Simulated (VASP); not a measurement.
SiGe7: relaxation of cell and atoms with PBE

SiGe7:

```
Si Ge
1.0
     5.70309    0.00000    0.00000
     0.00000    5.70309    0.00000
     0.00000    0.00000    5.70309
Si Ge
1 7
Direct
  0.00000 0.00000 0.00000
  0.75383 0.75383 0.24617
  0.75383 0.24617 0.75383
  0.50000 0.50000 0.00000
  0.24617 0.75383 0.75383
  0.50000 0.00000 0.50000
  0.24617 0.24617 0.24617
  0.00000 0.50000 0.50000
```

```yaml
Program: VASP 6.6.1
Task: relaxation of cell and atoms
Functional: PBE
Potentials_or_basis: VASP PAW PBE potentials, release 64 (Si, Ge_d)
Cutoff: 600 eV
k_mesh: 6 × 6 × 6
Occupations: gaussian, width 0.01 eV
Spin: no spin polarisation
Dipole_correction: no
Further_INCAR_settings: ALGO = Normal; EDIFF = 1e-07; IBRION = 2; EDIFFG = -0.01; NSW = 100; ISIF = 3
```

```yaml
Relaxed_volume: 23.35 Å³/atom
Relaxed_cell: a = 5.716 Å, b = 5.716 Å, c = 5.716 Å, α = 90.00°, β = 90.00°, γ = 90.00°
Space_group_after_relaxing_to_0.1_Å: P-43m (No. 215)
Energy_gained_by_relaxing: 0.3 meV/atom
Ionic_steps: 6
Pressure_after_relaxing: 0.0 GPa
```

The path:
```
step  energy change (eV)  largest force (eV/Å)  pressure (GPa)  volume (Å³)
   1              0.0000                0.0745            0.44       185.49
   2             -0.0024                0.0249           -0.11       187.20
   3             -0.0024                0.0323           -0.06       186.97
   4             -0.0024                0.0331           -0.03       186.93
   5             -0.0025                0.0103            0.01       186.84
   6             -0.0026                0.0007            0.01       186.79
```

Final structure:
```yaml
crystal:
  lattice:
    - [5.71636, 0.00000, 0.00000]
    - [0.00000, 5.71636, 0.00000]
    - [0.00000, 0.00000, 5.71636]
  atoms:
    - { symbol: Si, position: [0.00000, 0.00000, 0.00000] }
    - { symbol: Ge, position: [0.75328, 0.75328, 0.24672] }
    - { symbol: Ge, position: [0.75328, 0.24672, 0.75328] }
    - { symbol: Ge, position: [0.50000, 0.50000, 0.00000] }
    - { symbol: Ge, position: [0.24672, 0.75328, 0.75328] }
    - { symbol: Ge, position: [0.50000, 0.00000, 0.50000] }
    - { symbol: Ge, position: [0.24672, 0.24672, 0.24672] }
    - { symbol: Ge, position: [0.00000, 0.50000, 0.50000] }
```

Levels at points of the mesh, in eV from the Fermi level:
| k point | band 49 | band 50 | band 51 | band 52 | band 53 | band 54 |
| --- | --- | --- | --- | --- | --- | --- |
| (0.00, 0.00, 0.00) | -0.01 | -0.01 | -0.01 | 0.00 | 0.67 | 0.67 |
| (0.50, 0.00, 0.00) | -1.99 | -1.83 | -1.83 | 0.97 | 1.16 | 2.65 |
| (0.50, 0.50, 0.00) | -1.50 | -1.40 | -1.26 | 1.71 | 2.03 | 2.03 |
| (0.50, 0.50, 0.50) | -1.26 | -1.19 | -1.19 | 0.10 | 0.10 | 0.10 |

Run time: 31 min on 1 thread of Intel Xeon 8259CL, with other jobs on the host, peak memory 0.46 GiB.
